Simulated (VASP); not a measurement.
A run of VASP 6.6.1:

The input INCAR:

```
SYSTEM = InSb3
PREC = Accurate
ENCUT = 520
EDIFF = 1E-7
ISMEAR = -1
SIGMA = 0.05
LREAL = .False.
LASPH = .True.
NELM = 80
ALGO = Normal
ISIF = 2
LWAVE = .False.
LCHARG = .False.
GGA = PS
NBANDS = 22
```

The input KPOINTS:

```
Automatic mesh
0
Gamma
  5 5 5
  0 0 0
```

The input POSCAR:

```
InSb3
1.0
    4.8063670000      0.0961273400      0.0000000000
    0.0961273400      4.8063670000      0.0000000000
    0.0000000000      0.0000000000      4.8063670000
Sb In
3 1
Direct
    0.5000000000      0.5000000000      0.0000000000
    0.0000000000      0.5000000000      0.5000000000
    0.5000000000      0.0000000000      0.5000000000
    0.0000000000      0.0000000000      0.0000000000
```

Potentials or basis: VASP PAW PBE potentials, release 64 (Sb, In_d).

The run is started by

```sh
$ cat potpaw_PBE.64/Sb/POTCAR potpaw_PBE.64/In_d/POTCAR > POTCAR
$ mpirun -np 1 vasp_std > vasp.out
```

Hardware: 1 thread of AMD EPYC 9R45 96-Core Processor (Zen 5), on a shared host.

Task: Estimate the wall time of this run.

Result: It took 26 s on 1 thread of AMD EPYC 9R45 96-Core Processor (Zen 5) (shared host), peak memory 0.2 GiB. Counts: scf iterations 12, k points 27.
